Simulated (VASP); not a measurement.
Write the native input for VASP 6.6.1 that does the following.

```
Task                   : single point
Functional             : PBE
Potentials or basis    : VASP PAW PBE potentials, release 64 (Mn_pv, S)
Cutoff                 : 520 eV
k mesh                 : 9 × 9 × 9
Occupations            : gaussian, width 0.029 eV
Spin                   : collinear spin, ferromagnetic start
Starting moments       : [4.0, 0.0] μB
Dipole correction      : no
Further INCAR settings : ALGO = Normal; EDIFF = 1e-06; NBANDS = 20
```

The structure of MnS lies in POSCAR:

```
MnS
1.0
    0.0000000000      2.6045000000      2.6045000000
    2.6045000000      0.0000000000      2.6045000000
    2.6045000000      2.6045000000      0.0000000000
Mn S
1 1
Direct
    0.0000000000      0.0000000000      0.0000000000
    0.5000000000      0.5000000000      0.5000000000
```

These files were run (other wordings do the same):

INCAR

```
SYSTEM = MnS
PREC = Accurate ; ENCUT = 520
EDIFF = 1E-6 ; ISMEAR = 0
SIGMA = 0.028999999999999998 ; LREAL = .FALSE.
LASPH = .TRUE. ; NELM = 150
ALGO = Normal ; ISIF = 2
LWAVE = .FALSE. ; LCHARG = .TRUE.
ISPIN = 2 ; MAGMOM = 4 0
LORBIT = 11 ; LMAXMIX = 4
GGA = PE ; LELF = .TRUE.
LVHAR = .TRUE. ; NBANDS = 20
```

KPOINTS

```
Automatic mesh
0
G
  9 9 9
  0 0 0
```

Potentials or basis: VASP PAW PBE potentials, release 64 (Mn_pv, S).

Launch:

```sh
$ cat potpaw_PBE.64/Mn_pv/POTCAR potpaw_PBE.64/S/POTCAR > POTCAR
$ mpirun -np 1 vasp_std > vasp.out
```

Results of the run:

The pressure is -2.9 GPa and the net moment is 4.72 μB per cell. The site moments are Mn +4.26; S +0.11 μB and the valence electrons inside the program's atomic spheres are Mn 11.30; S 3.73.

Caveat: a cell with one magnetic atom can't hold antiferromagnetic order, which such compounds often take.

It took 22 s on 1 thread of Intel(R) Xeon(R) 6975P-C (Granite Rapids) (shared host), peak memory 0.19 GiB.
